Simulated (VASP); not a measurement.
# MgO (P6_3/mmc) in VASP: notebook

The runs below take MgO through single point, with LDA, PBE, PBEsol, r2SCAN.

Everything below comes from runs of VASP 6.6.1. Logs are shortened: lines on timing, memory, paths and dates and some standing lists are left out, and cuts for length are marked.

## (1) The cell of the first run

It takes space group P6_3/mmc (No. 194, hexagonal). Conventional cell: a = 3.451 Å, b = 3.451 Å, c = 4.138 Å, α = 90.00°, β = 90.00°, γ = 120.00°. Mg (site symmetry -6m2) has 5 O at 1.99 to 2.07 Å within 2.6 Å. Within 2.6 Å of O (site symmetry -6m2) lie 5 Mg at 1.99 to 2.07 Å.

## (2) Single point, LDA

INCAR

```
SYSTEM = MgO
  PREC = Accurate
  ENCUT = 520
  EDIFF = 1E-7
  ISMEAR = -1
  SIGMA = 0.02
  LREAL = .FALSE.
  LASPH = .TRUE.
  NELM = 60
  ALGO = Normal
  ISIF = 2
  LWAVE = .FALSE.
  LCHARG = .TRUE.
  LELF = .TRUE.
  LVHAR = .TRUE.
  NBANDS = 16
```

KPOINTS

```
Automatic mesh
0
G
  12 12 6
  0 0 0
```

POSCAR

```
MgO
1.0
    3.4511490779      0.0000000000      0.0000000000
   -1.7255745390      2.9887827737      0.0000000000
    0.0000000000      0.0000000000      4.1376105662
Mg O
2 2
Direct
    0.6666666667      0.3333333333      0.7500000000
    0.3333333333      0.6666666667      0.2500000000
    0.6666666667      0.3333333333      0.2500000000
    0.3333333333      0.6666666667      0.7500000000
```

Potentials or basis: VASP PAW LDA potentials, release 64 (Mg, O).

Launch:

```bash
$ cat potpaw_LDA.64/Mg/POTCAR potpaw_LDA.64/O/POTCAR > POTCAR
$ mpirun -np 1 vasp_std > vasp.out
```

OUTCAR:

```text
SYSTEM = MgO
   PREC = Accurate
   ENCUT = 520
   EDIFF = 1E-7
   ISMEAR = -1
   LREAL = .FALSE.
   LASPH = .TRUE.
   NELM = 60
   ISIF = 2

 ion  position               nearest neighbor table
   1  0.667  0.333  0.750-   4 1.99   4 1.99   4 1.99   3 2.07   3 2.07   2 2.87   2 2.87   2 2.87
                             2 2.87   2 2.87   2 2.87
   2  0.333  0.667  0.250-   3 1.99   3 1.99   3 1.99   4 2.07   4 2.07   1 2.87   1 2.87   1 2.87
                             1 2.87   1 2.87   1 2.87
   3  0.667  0.333  0.250-   2 1.99   2 1.99   2 1.99   1 2.07   1 2.07
   4  0.333  0.667  0.750-   1 1.99   1 1.99   1 1.99   2 2.07   2 2.07

  LATTYP: Found a hexagonal cell.
 ALAT       =     3.4511490779
 C/A-ratio  =     1.1989080949

  Lattice vectors:

 A1 = (   3.4511490779,   0.0000000000,   0.0000000000)
 A2 = (  -1.7255745390,   2.9887827737,   0.0000000000)
 A3 = (   0.0000000000,   0.0000000000,   4.1376105662)

Analysis of symmetry for initial positions (statically):
=====================================================================
 Subroutine PRICEL returns:
 Original cell was already a primitive cell.

 Routine SETGRP: Setting up the symmetry group for a
 hexagonal supercell.

 Subroutine GETGRP returns: Found 24 space group operations
 (whereof 12 operations were pure point group operations)
 out of a pool of 24 trial point group operations.

The static configuration has the point symmetry D_3d.
 The point group associated with its full space group is D_6h.

Analysis of symmetry for dynamics (positions and initial velocities):
=====================================================================
 Subroutine PRICEL returns:
 Original cell was already a primitive cell.

 Routine SETGRP: Setting up the symmetry group for a
 hexagonal supercell.

 Subroutine GETGRP returns: Found 24 space group operations
 (whereof 12 operations were pure point group operations)
 out of a pool of 24 trial point group operations.

The dynamic configuration has the point symmetry D_3d.
 The point group associated with its full space group is D_6h.

 Subroutine INISYM returns: Found 24 space group operations
 (whereof 12 operations are pure point group operations),
 and found     1 'primitive' translations

----------------------------------------------------------------------------------------

                                     Primitive cell

  volume of cell :      42.6784

  direct lattice vectors                    reciprocal lattice vectors
     3.451149078  0.000000000  0.000000000     0.289758564  0.167292185  0.000000000
    -1.725574539  2.988782774  0.000000000     0.000000000  0.334584370  0.000000000
     0.000000000  0.000000000  4.137610566     0.000000000  0.000000000  0.241685384

  length of vectors
[... 94 lines left out ...]
   POTIM  = 0.5000    time-step for ionic-motion
   TEBEG  =    0.0;   TEEND  =   0.0 temperature during run
   PSTRESS=    0.0 pullay stress
   NELECT =      16.0000    total number of electrons
   NUPDOWN=      -1.0000    fix difference up-down
   EMIN   =  10.00;   EMAX   =-10.00  energy-range for DOS
   EFERMI =   0.00;   METHOD = LEGACY
   ISMEAR =    -1;   SIGMA  =   0.02  broadening in eV -4-tet -1-fermi 0-gaus
   EFERMI_NEDOS =   21; number of points for ismear=-14 and -15
   IALGO  =     38    algorithm
   IMIX   =      4    mixing-type and parameters
     AMIX     =   0.40;   BMIX     =  1.00
     AMIX_MAG =   1.60;   BMIX_MAG =  1.00
  volume/ion in A,a.u.               =      10.67        72.00
  Fermi-wavevector in a.u.,A,eV,Ry     =   1.180445  2.230717 18.959030  1.393449
  Thomas-Fermi vector in A             =   2.316737
   LORBIT       =      0    0 simple, 1 ext, 2 COOP (PROOUT), +10 PAW based schemes
   GGA     = CA    functional components
   LHFCALC =     F    Hartree Fock is set to
   AEXX    =    0.0000 exact exchange contribution
   IVDW    =     0    specifies the selected vdW correction
   LEPSILON=     F    determine dielectric tensor
   LRPA    =     F    only Hartree local field effects (RPA)
 non-spin polarized calculation
  energy-cutoff  :      520.00
  volume of cell :       42.68
 maximum number of plane-waves:      1172
 NGX is ok and might be reduce to    28
   NGX = 13   NGY = 13   NGZ = 15

 number of electron      16.0000006 magnetization

 Free energy of the ion-electron system (eV)
  ---------------------------------------------------
  ext. energy  EPLUGINS =         0.00000000
  ---------------------------------------------------
  free energy    TOTEN  =       -26.52630610 eV

  energy without entropy =      -26.52630610  energy(sigma->0) =      -26.52630610

 E-fermi :   2.3307     XC(G=0): -10.7378

 val. band max:        1.8851832427   @ k =   0.0000   0.0000   0.0000
 cond. band min:       5.3726574865   @ k =   0.0000   0.0000   0.0000
 fundamental gap:      3.4874742439
 Fermi energy:         2.3307254249

 k-point     1 :       0.0000    0.0000    0.0000
  band No.  band energies     occupation
      1     -14.9143      2.00000
      2     -13.3585      2.00000
      3      -1.9331      2.00000
      4       0.0642      2.00000
      5       0.0642      2.00000
      6       1.0317      2.00000
[... 433 lines left out ...]
      3      -1.7780      2.00000
      4      -0.9011      2.00000
      5      -0.3475      2.00000
      6      -0.1353      2.00000
[... 8 lines left out ...]
     15      16.0977      0.00000
     16      16.4287      0.00000

 [... further k-points ...]

------------------------ aborting loop because EDIFF is reached ----------------------------------------

  FORCE on cell =-STRESS in cart. coord.  units (eV):
  Direction    XX          YY          ZZ          XY          YZ          ZX
  --------------------------------------------------------------------------------------
  -------------------------------------------------------------------------------------
  Total       -0.4778193     -0.4778193     -0.4396960      0.0000000      0.0000000      0.0000000
  in kB      -17.9376923    -17.9376923    -16.5065145      0.0000000      0.0000000      0.0000000
  external PRESSURE =     -17.4606330 kB  Pullay stress =       0.0000000 kB

 VOLUME and BASIS-vectors are now :
 -----------------------------------------------------------------------------
  energy-cutoff  :      520.00
  volume of cell :       42.68
      direct lattice vectors                 reciprocal lattice vectors
     3.451149078  0.000000000  0.000000000     0.289758564  0.167292185  0.000000000
    -1.725574539  2.988782774  0.000000000     0.000000000  0.334584370  0.000000000
     0.000000000  0.000000000  4.137610566     0.000000000  0.000000000  0.241685384

 POSITION                                       TOTAL-FORCE (eV/Angst)
 -----------------------------------------------------------------------------------
      1.72557      0.99626      3.10321         0.000000      0.000000     -0.000000
     -0.00000      1.99252      1.03440         0.000000      0.000000     -0.000000
      1.72557      0.99626      1.03440        -0.000000     -0.000000      0.000000
     -0.00000      1.99252      3.10321         0.000000     -0.000000      0.000000
 -----------------------------------------------------------------------------------
    total drift:                               -0.000000      0.000000     -0.000000

  FREE ENERGIE OF THE ION-ELECTRON SYSTEM (eV)
  ---------------------------------------------------
  free  energy   TOTEN  =       -26.5263060966 eV

  energy  without entropy=      -26.5263060966  energy(sigma->0) =      -26.52630610
```

OSZICAR:

```text
N       E                     dE             d eps       ncg     rms          rms(c)
DAV:   1     0.583790704633E+02    0.58379E+02   -0.76248E+03  2432   0.895E+02
DAV:   2    -0.268722816414E+02   -0.85251E+02   -0.78087E+02  3432   0.200E+02
DAV:   3    -0.305803768725E+02   -0.37081E+01   -0.36985E+01  2696   0.424E+01
DAV:   4    -0.305950649187E+02   -0.14688E-01   -0.14688E-01  2984   0.312E+00
DAV:   5    -0.305951346733E+02   -0.69755E-04   -0.69754E-04  2720   0.199E-01    0.110E+01
DAV:   6    -0.267083260129E+02    0.38868E+01   -0.99704E+00  2528   0.246E+01    0.351E+00
DAV:   7    -0.265971958990E+02    0.11113E+00   -0.17227E-01  2488   0.330E+00    0.205E+00
DAV:   8    -0.265291212766E+02    0.68075E-01   -0.11491E-01  2712   0.324E+00    0.521E-01
DAV:   9    -0.265261852395E+02    0.29360E-02   -0.66385E-03  2816   0.694E-01    0.117E-01
DAV:  10    -0.265263112721E+02   -0.12603E-03   -0.12149E-04  2584   0.942E-02    0.144E-02
DAV:  11    -0.265263072977E+02    0.39744E-05   -0.21797E-05  3088   0.360E-02    0.118E-02
DAV:  12    -0.265263061783E+02    0.11194E-05   -0.28521E-06  2592   0.135E-02    0.236E-03
DAV:  13    -0.265263060966E+02    0.81666E-07   -0.12883E-07  2064   0.320E-03
   1 F= -.26526306E+02 E0= -.26526306E+02  d E =-.305048E-12
```

It took 28 s on 1 thread of AMD EPYC 9R45 (Zen 5), shared host; peak memory 0.14 GiB.

What came out:

```
Free energy            : -26.5263 eV
Pressure               : -1.7 GPa
Band gap on the k mesh : 3.49 eV, direct
```

Stress tensor (GPa, compression positive):
```
-1.79  0.00  0.00
 0.00 -1.79  0.00
 0.00  0.00 -1.65
```

A k mesh can miss the band edges. As with any semilocal functional, this LDA gap is likely too small.

## (3) Single point, PBE

This run uses another cell than the first one, of 11.00 Å³/atom, 1.031 times its volume.

INCAR

```
SYSTEM = MgO
PREC = Accurate
ENCUT = 520
EDIFF = 1E-7
ISMEAR = -1
SIGMA = 0.02
LREAL = .FALSE.
LASPH = .TRUE.
NELM = 100
ALGO = Normal
ISIF = 2
LWAVE = .FALSE.
LCHARG = .TRUE.
GGA = PE
LELF = .TRUE.
LVHAR = .TRUE.
NBANDS = 16
```

KPOINTS

```
regular mesh
0
G
  12 12 6
  0 0 0
```

POSCAR

```
MgO
1.0
    3.4840780556      0.0000000000      0.0000000000
   -1.7420390278      3.0173001049      0.0000000000
    0.0000000000      0.0000000000      4.1853174871
Mg O
2 2
Direct
    0.6666666667      0.3333333333      0.7500000000
    0.3333333333      0.6666666667      0.2500000000
    0.6666666667      0.3333333333      0.2500000000
    0.3333333333      0.6666666667      0.7500000000
```

Potentials or basis: VASP PAW PBE potentials, release 64 (Mg, O).

Launch:

```bash
$ cat potpaw_PBE.64/Mg/POTCAR potpaw_PBE.64/O/POTCAR > POTCAR
$ mpirun -np 1 vasp_std > vasp.out
```

OUTCAR:

```text
SYSTEM = MgO
   PREC = Accurate
   ENCUT = 520
   EDIFF = 1E-7
   ISMEAR = -1
   LREAL = .FALSE.
   LASPH = .TRUE.
   NELM = 100
   ISIF = 2
   GGA = PE

 ion  position               nearest neighbor table
   1  0.667  0.333  0.750-   4 2.01   4 2.01   4 2.01   3 2.09   3 2.09   2 2.90   2 2.90   2 2.90
                             2 2.90   2 2.90   2 2.90
   2  0.333  0.667  0.250-   3 2.01   3 2.01   3 2.01   4 2.09   4 2.09   1 2.90   1 2.90   1 2.90
                             1 2.90   1 2.90   1 2.90
   3  0.667  0.333  0.250-   2 2.01   2 2.01   2 2.01   1 2.09   1 2.09
   4  0.333  0.667  0.750-   1 2.01   1 2.01   1 2.01   2 2.09   2 2.09

  LATTYP: Found a hexagonal cell.
 ALAT       =     3.4840780556
 C/A-ratio  =     1.2012697248

  Lattice vectors:

 A1 = (   3.4840780556,   0.0000000000,   0.0000000000)
 A2 = (  -1.7420390278,   3.0173001049,   0.0000000000)
 A3 = (   0.0000000000,   0.0000000000,   4.1853174871)

Analysis of symmetry for initial positions (statically):
=====================================================================
 Subroutine PRICEL returns:
 Original cell was already a primitive cell.

 Routine SETGRP: Setting up the symmetry group for a
 hexagonal supercell.

 Subroutine GETGRP returns: Found 24 space group operations
 (whereof 12 operations were pure point group operations)
 out of a pool of 24 trial point group operations.

The static configuration has the point symmetry D_3d.
 The point group associated with its full space group is D_6h.

Analysis of symmetry for dynamics (positions and initial velocities):
=====================================================================
 Subroutine PRICEL returns:
 Original cell was already a primitive cell.

 Routine SETGRP: Setting up the symmetry group for a
 hexagonal supercell.

 Subroutine GETGRP returns: Found 24 space group operations
 (whereof 12 operations were pure point group operations)
 out of a pool of 24 trial point group operations.

[... 127 lines left out ...]
  Fermi-wavevector in a.u.,A,eV,Ry     =   1.168521  2.208185 18.577960  1.365442
  Thomas-Fermi vector in A             =   2.305007
   LORBIT       =      0    0 simple, 1 ext, 2 COOP (PROOUT), +10 PAW based schemes
   GGA     = PE    functional components
   LHFCALC =     F    Hartree Fock is set to
   AEXX    =    0.0000 exact exchange contribution
   IVDW    =     0    specifies the selected vdW correction
   LEPSILON=     F    determine dielectric tensor
   LRPA    =     F    only Hartree local field effects (RPA)
 non-spin polarized calculation
  energy-cutoff  :      520.00
  volume of cell :       44.00
 maximum number of plane-waves:      1204
 NGX is ok and might be reduce to    28
   NGX = 13   NGY = 13   NGZ = 15

 number of electron      15.9999998 magnetization

 Free energy of the ion-electron system (eV)
  ---------------------------------------------------
  ext. energy  EPLUGINS =         0.00000000
  ---------------------------------------------------
  free energy    TOTEN  =       -23.65799358 eV

  energy without entropy =      -23.65799358  energy(sigma->0) =      -23.65799358

 E-fermi :   2.3723     XC(G=0): -10.0730

 val. band max:        2.0083646293   @ k =   0.0000   0.0000   0.0000
 cond. band min:       5.4422300020   @ k =   0.0000   0.0000   0.0000
 fundamental gap:      3.4338653727
 Fermi energy:         2.3722983275

 k-point     1 :       0.0000    0.0000    0.0000
  band No.  band energies     occupation
      1     -14.9312      2.00000
      2     -13.5360      2.00000
      3      -1.6407      2.00000
      4       0.2724      2.00000
      5       0.2724      2.00000
      6       1.1983      2.00000
[... 433 lines left out ...]
      3      -1.4876      2.00000
      4      -0.6556      2.00000
      5      -0.1205      2.00000
      6       0.0752      2.00000
[... 8 lines left out ...]
     15      16.2445      0.00000
     16      16.4876      0.00000

 [... further k-points ...]

------------------------ aborting loop because EDIFF is reached ----------------------------------------

  FORCE on cell =-STRESS in cart. coord.  units (eV):
  Direction    XX          YY          ZZ          XY          YZ          ZX
  --------------------------------------------------------------------------------------
  -------------------------------------------------------------------------------------
  Total        1.0479611      1.0479611      1.1779948      0.0000000     -0.0000000      0.0000000
  in kB       38.1611052     38.1611052     42.8962331      0.0000000     -0.0000000      0.0000000
  external PRESSURE =      39.7394812 kB  Pullay stress =       0.0000000 kB

 VOLUME and BASIS-vectors are now :
 -----------------------------------------------------------------------------
  energy-cutoff  :      520.00
  volume of cell :       44.00
      direct lattice vectors                 reciprocal lattice vectors
     3.484078056  0.000000000  0.000000000     0.287019976  0.165711060  0.000000000
    -1.742039028  3.017300105  0.000000000     0.000000000  0.331422121  0.000000000
     0.000000000  0.000000000  4.185317487     0.000000000  0.000000000  0.238930500

 POSITION                                       TOTAL-FORCE (eV/Angst)
 -----------------------------------------------------------------------------------
      1.74204      1.00577      3.13899         0.000000     -0.000000     -0.000000
     -0.00000      2.01153      1.04633        -0.000000      0.000000     -0.000000
      1.74204      1.00577      1.04633        -0.000000     -0.000000      0.000000
     -0.00000      2.01153      3.13899         0.000000     -0.000000      0.000000
 -----------------------------------------------------------------------------------
    total drift:                               -0.000000      0.000000     -0.000000

  FREE ENERGIE OF THE ION-ELECTRON SYSTEM (eV)
  ---------------------------------------------------
  free  energy   TOTEN  =       -23.6579935781 eV

  energy  without entropy=      -23.6579935780  energy(sigma->0) =      -23.65799358
```

stdout:

```text
POSCAR found type information on POSCAR MgO
 POSCAR found :  2 types and       4 ions
 scaLAPACK will be used
 LDA part: xc-table for (Slater+PW92), standard interpolation
 POSCAR, INCAR and KPOINTS ok, starting setup
 FFT: planning ... GRIDC
 FFT: planning ... GRID_SOFT
 FFT: planning ... GRID
 WAVECAR not read
 entering main loop
```

Wall time 30 s (1 thread of AMD EPYC 9R45 (Zen 5), shared host); peak memory 0.16 GiB.

Results:

- Free energy: -23.6580 eV
- Pressure: 4.0 GPa
- Band gap on the k mesh: 3.43 eV, direct

Levels at points of the mesh, in eV from the valence-band top:
| k point | band 4 | band 5 | band 6 | band 7 | band 8 | band 9 | band 10 | band 11 | band 12 | band 13 |
| --- | --- | --- | --- | --- | --- | --- | --- | --- | --- | --- |
| (0.00, 0.00, 0.00) | -1.74 | -1.74 | -0.81 | -0.81 | 0.00 | 3.43 | 9.47 | 12.23 | 12.55 | 12.55 |
| (0.50, 0.00, 0.00) | -2.37 | -2.34 | -1.97 | -1.30 | -0.53 | 7.00 | 9.08 | 9.85 | 12.11 | 12.98 |
| (0.00, 0.00, 0.50) | -2.43 | -1.29 | -1.29 | -1.29 | -1.29 | 6.46 | 6.46 | 12.91 | 12.91 | 12.91 |
| (0.50, 0.00, 0.50) | -3.88 | -1.54 | -1.54 | -0.82 | -0.82 | 7.33 | 7.33 | 11.97 | 11.97 | 14.10 |

A k mesh can miss the band edges. As with any semilocal functional, this PBE gap is likely too small.

## (4) Single point, LDA

This run uses another cell than the first one, of 11.00 Å³/atom, 1.031 times its volume.

INCAR

```
SYSTEM = MgO
PREC = Accurate ; ENCUT = 520
EDIFF = 1E-6 ; ISMEAR = 0
SIGMA = 0.01 ; LREAL = .False.
LASPH = .True. ; NELM = 60
ALGO = Normal ; ISIF = 2
LWAVE = .False. ; LCHARG = .False.
GGA = CA ; NBANDS = 16
```

KPOINTS

```
Automatic mesh
0
Gamma
  12 12 6
  0 0 0
```

POSCAR is that of step 3.

Potentials or basis: VASP PAW LDA potentials, release 64 (Mg, O).

Launch:

```bash
$ cat potpaw_LDA.64/Mg/POTCAR potpaw_LDA.64/O/POTCAR > POTCAR
$ mpirun -np 1 vasp_std > vasp.out
```

Wall time 22 s (1 thread of AMD EPYC 9R45 (Zen 5), shared host); peak memory 0.15 GiB.

The run converged. Its results:

| Property | Result |
| --- | --- |
| Free energy | -26.4960 eV |
| Pressure | -5.8 GPa |
| Band gap on the k mesh | 3.33 eV, direct |

Stress tensor (GPa, compression positive):
```
-5.66  0.00  0.00
 0.00 -5.66  0.00
 0.00  0.00 -6.11
```

Levels at points of the mesh, in eV from the valence-band top:
```tsv
k point	band 6	band 7	band 8	band 9	band 10	band 11
(0.00, 0.00, 0.00)	-0.82	-0.82	0.00	3.33	9.22	12.04
(0.50, 0.00, 0.00)	-2.01	-1.33	-0.53	6.82	8.91	9.64
(0.00, 0.00, 0.50)	-1.31	-1.31	-1.31	6.33	6.33	12.63
(0.50, 0.00, 0.50)	-1.56	-0.84	-0.84	7.14	7.14	11.76
```

A k mesh can miss the band edges. LDA gaps usually lie below the measured ones, often by a third to a half.

[end of part 1 of 2]
